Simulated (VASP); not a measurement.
# InSe (P-1) in VASP: single point with PBE

Aim: the single point of InSe with PBE.

Program: VASP 6.6.1. These are calculated values, not measurements. Logs are shortened: lines on timing, memory, paths and dates and some standing lists are left out, and cuts for length are marked.

### 1 The cell of the first run

The typed cell holds 4 atoms: a = 6.237 Å, b = 6.198 Å, c = 4.625 Å, α = 109.77°, β = 109.40°, γ = 38.60°.

### 2 Single point, PBE (equal xy, yz and zx shear strains of -1 %)

INCAR reads:

```
SYSTEM = InSe
ALGO = Normal
EDIFF = 1E-6
ENCUT = 520
GGA = PE
ISIF = 2
ISMEAR = -1
LASPH = .TRUE.
LCHARG = .FALSE.
LREAL = .FALSE.
LWAVE = .FALSE.
NBANDS = 27
NELM = 60
PREC = Accurate
SIGMA = 0.02
```

KPOINTS reads:

```
k-points
0
G
  7 7 6
  0 0 0
```

POSCAR reads:

```
InSe
1.0
    5.8781776766     -2.0843395134     -0.0190645134
    5.8576276766      2.0256604866     -0.0396145134
   -1.6210339782     -0.0136212036      4.3316534849
In Se
2 2
Direct
    0.8840000000      0.8840000000      0.0050000000
    0.1160000000      0.1160000000      0.9950000000
    0.6600000000      0.6600000000      0.6420000000
    0.3400000000      0.3400000000      0.3580000000
```

Potentials or basis: VASP PAW PBE potentials, release 64 (In_d, Se).

Command:

```console
$ cat potpaw_PBE.64/In_d/POTCAR potpaw_PBE.64/Se/POTCAR > POTCAR
$ mpirun -np 1 vasp_std > vasp.out
```

OUTCAR:

```text
SYSTEM = InSe
   EDIFF = 1E-6
   ENCUT = 520
   GGA = PE
   ISIF = 2
   ISMEAR = -1
   LASPH = .TRUE.
   LREAL = .FALSE.
   NELM = 60
   PREC = Accurate

 ion  position               nearest neighbor table
   1  0.884  0.884  0.005-   3 2.57   2 2.74   4 2.78   4 2.79   2 3.73   2 3.76
   2  0.116  0.116  0.995-   4 2.57   1 2.74   3 2.78   3 2.79   1 3.73   1 3.76
   3  0.660  0.660  0.642-   1 2.57   2 2.78   2 2.79
   4  0.340  0.340  0.358-   2 2.57   1 2.78   1 2.79

  LATTYP: Found a triclinic cell.
 ALAT       =     9.4083043912
 B/A-ratio  =     0.9091589768
 C/A-ratio  =     1.5437343294
 COS(alpha) =     0.0041270782
 COS(beta)  =     0.6545711310
 COS(gamma) =     0.7534138553

  Lattice vectors:

 A1 = (   1.6621339782,  -8.2063787964,  -4.2905534849)
 A2 = (   5.8987276766,  -6.1943395134,   0.0014854866)
 A3 = (  -8.4526373968,  -8.1340785660,  -8.5635279430)

Analysis of symmetry for initial positions (statically):
=====================================================================
 Subroutine PRICEL returns:
 Original cell was already a primitive cell.

 Routine SETGRP: Setting up the symmetry group for a
 triclinic supercell.

 Subroutine GETGRP returns: Found  2 space group operations
 (whereof  2 operations were pure point group operations)
 out of a pool of  2 trial point group operations.

The static configuration has the point symmetry S_2 .

Analysis of symmetry for dynamics (positions and initial velocities):
=====================================================================
 Subroutine PRICEL returns:
 Original cell was already a primitive cell.

 Routine SETGRP: Setting up the symmetry group for a
 triclinic supercell.

 Subroutine GETGRP returns: Found  2 space group operations
 (whereof  2 operations were pure point group operations)
 out of a pool of  2 trial point group operations.

The dynamic configuration has the point symmetry S_2 .

 Subroutine INISYM returns: Found  2 space group operations
 (whereof  2 operations are pure point group operations),
 and found     1 'primitive' translations

----------------------------------------------------------------------------------------

                                     Primitive cell

  volume of cell :     104.2661
[... 82 lines left out ...]
   NGXF,Y,Z  is equivalent  to a cutoff of  25.59, 25.75, 25.88 a.u.
 SYSTEM =  InSe
   PREC   = accura    normal or accurate (medium, high low for compatibility)
   ISTART =      0    job   : 0-new  1-cont  2-samecut
   ICHARG =      2    charge: 1-file 2-atom 10-const
   ISPIN  =      1    spin polarized calculation?
   LNONCOLLINEAR =      F non collinear calculations
   LSORBIT =      F    spin-orbit coupling
   LASPH  =      T    aspherical Exc in radial PAW
   ENCUT  =  520.0 eV  38.22 Ry    6.18 a.u.  11.60 11.52  8.60*2*pi/ulx,y,z
   NELM   =     60;   NELMIN=  2; NELMDL= -5     # of ELM steps
   EDIFF  = 0.1E-05   stopping-criterion for ELM
   LREAL  =      F    real-space projection
   EDIFFG = 0.1E-04   stopping-criterion for IOM
   NSW    =      0    number of steps for IOM
   IBRION =     -1    ionic relax: 0-MD 1-quasi-New 2-CG
   NFREE  =      0    steps in history (QN), initial steepest desc. (CG)
   ISIF   =      2    stress and relaxation
   ISYM   =      2    0-nonsym 1-usesym 2-fastsym
   POTIM  = 0.5000    time-step for ionic-motion
   TEBEG  =    0.0;   TEEND  =   0.0 temperature during run
   PSTRESS=    0.0 pullay stress
   NELECT =      38.0000    total number of electrons
   NUPDOWN=      -1.0000    fix difference up-down
   EMIN   =  10.00;   EMAX   =-10.00  energy-range for DOS
   EFERMI =   0.00;   METHOD = LEGACY
   ISMEAR =    -1;   SIGMA  =   0.02  broadening in eV -4-tet -1-fermi 0-gaus
   EFERMI_NEDOS =   21; number of points for ismear=-14 and -15
   IALGO  =     38    algorithm
   IMIX   =      4    mixing-type and parameters
     AMIX     =   0.40;   BMIX     =  1.00
     AMIX_MAG =   1.60;   BMIX_MAG =  1.00
  volume/ion in A,a.u.               =      26.07       175.91
  Fermi-wavevector in a.u.,A,eV,Ry     =   1.169378  2.209804 18.605221  1.367445
  Thomas-Fermi vector in A             =   2.305852
   LORBIT       =      0    0 simple, 1 ext, 2 COOP (PROOUT), +10 PAW based schemes
   GGA     = PE    functional components
   LHFCALC =     F    Hartree Fock is set to
   AEXX    =    0.0000 exact exchange contribution
   IVDW    =     0    specifies the selected vdW correction
   LEPSILON=     F    determine dielectric tensor
   LRPA    =     F    only Hartree local field effects (RPA)
 non-spin polarized calculation
  energy-cutoff  :      520.00
  volume of cell :      104.27
 maximum number of plane-waves:      2829
   NGX = 23   NGY = 23   NGZ = 17

 number of electron      38.0000003 magnetization

 Free energy of the ion-electron system (eV)
  ---------------------------------------------------
  ext. energy  EPLUGINS =         0.00000000
  ---------------------------------------------------
  free energy    TOTEN  =       -13.87141746 eV

  energy without entropy =      -13.87141746  energy(sigma->0) =      -13.87141746

 E-fermi :   5.3165     XC(G=0):  -9.5810

 val. band max:        4.9047417496   @ k =  -0.2857  -0.2857   0.3333
 cond. band min:       5.8931306203   @ k =   0.4286   0.4286   0.0000
 fundamental gap:      0.9883888707
 Fermi energy:         5.3164888101

 k-point     1 :       0.0000    0.0000    0.0000
  band No.  band energies     occupation
      1      -9.7898      2.00000
      2      -9.7437      2.00000
      3      -9.4458      2.00000
      4      -9.4334      2.00000
      5      -9.3901      2.00000
      6      -9.3855      2.00000
[... 709 lines left out ...]
     26      11.3013      0.00000
     27      11.5165      0.00000

 [... further k-points ...]
[... 5 lines left out ...]
  --------------------------------------------------------------------------------------
  -------------------------------------------------------------------------------------
  Total        3.6821441      0.8082111      1.5831001      0.0851821      0.1323497      1.8582044
  in kB       56.5806783     12.4191593     24.3262815      1.3089278      2.0337166     28.5535986
  external PRESSURE =      31.1087064 kB  Pullay stress =       0.0000000 kB

 VOLUME and BASIS-vectors are now :
 -----------------------------------------------------------------------------
  energy-cutoff  :      520.00
  volume of cell :      104.27
      direct lattice vectors                 reciprocal lattice vectors
     5.878177677 -2.084339513 -0.019064513     0.084149287 -0.242734617  0.030727877
     5.857627677  2.025660487 -0.039614513     0.086594726  0.243907843  0.033173317
    -1.621033978 -0.013621204  4.331653485     0.001162298  0.001162298  0.231297346

 POSITION                                       TOTAL-FORCE (eV/Angst)
 -----------------------------------------------------------------------------------
     10.36635     -0.05194     -0.03021        -0.059634     -0.012273      0.573404
     -0.25158     -0.02036      4.30319         0.059634      0.012273     -0.573404
      6.70493     -0.04747      2.74219        -0.841365     -0.039826     -0.210938
      3.40984     -0.02483      1.53078         0.841365      0.039826      0.210938
 -----------------------------------------------------------------------------------
    total drift:                               -0.000000     -0.000000      0.000000

  FREE ENERGIE OF THE ION-ELECTRON SYSTEM (eV)
  ---------------------------------------------------
  free  energy   TOTEN  =       -13.8714174582 eV

  energy  without entropy=      -13.8714174582  energy(sigma->0) =      -13.87141746
```

stdout:

```text
POSCAR found type information on POSCAR InSe
 POSCAR found :  2 types and       4 ions
 scaLAPACK will be used
 LDA part: xc-table for (Slater+PW92), standard interpolation
 POSCAR, INCAR and KPOINTS ok, starting setup
 FFT: planning ... GRIDC
 FFT: planning ... GRID_SOFT
 FFT: planning ... GRID
 WAVECAR not read
 entering main loop
```

Run time: 6.3 min. Hardware: 1 thread of Intel Xeon Platinum 8488C (Sapphire Rapids), shared host; peak memory 0.53 GiB.

What came out:

```
Free energy            : -13.8714 eV
Pressure               : 3.1 GPa
Largest force          : 0.868 eV/Å
Band gap on the k mesh : 0.99 eV (least direct gap 1.35 eV)
```

Forces in eV/Å, atoms in the order of the input:
```
In  -0.060 -0.012  0.573
In   0.060  0.012 -0.573
Se  -0.841 -0.040 -0.211
Se   0.841  0.040  0.211
```

Caveat: the cell differs from its parent crystal (equal xy, yz and zx shear strains of -1 %); the cell stands under pressure; spin-orbit coupling is left out, which moves the levels of the heavy elements.
